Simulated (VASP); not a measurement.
Here is a VASP 6.6.1 calculation.

File INCAR:

```
  PREC = Accurate
  ENCUT = 520
  EDIFF = 1E-6
  ISMEAR = 0
  SIGMA = 0.01
  LREAL = F
  LASPH = T
  NELM = 100
  ALGO = Normal
  ISIF = 2
  LWAVE = F
  LCHARG = T
  GGA = PE
  LELF = T
  LVHAR = T
  NBANDS = 15
```

Contents of KPOINTS:

```
regular mesh
0
Gamma
  4 4 4
```

File POSCAR:

```
KBr
1.0
    3.7766780259      0.0000000000      0.0000000000
    0.0000000000      3.7766780259      0.0000000000
    0.0000000000      0.0000000000      3.7766780259
K Br
1 1
Direct
    0.0000000000      0.0000000000      0.0000000000
    0.5000000000      0.5000000000      0.5000000000
```

Potentials or basis: VASP PAW PBE potentials, release 64 (K_sv, Br).

Run with:

```sh
$ cat potpaw_PBE.64/K_sv/POTCAR potpaw_PBE.64/Br/POTCAR > POTCAR
$ mpirun -np 1 vasp_std > vasp.out
```

(1) Predict the pressure.

(2) Predict the band gap on the k mesh.

Answers

(1) 5.3 GPa.

(2) 4.61 eV, indirect (least direct gap 4.94 eV).

Caveat: the cell differs from its parent crystal (strain -5.0%).
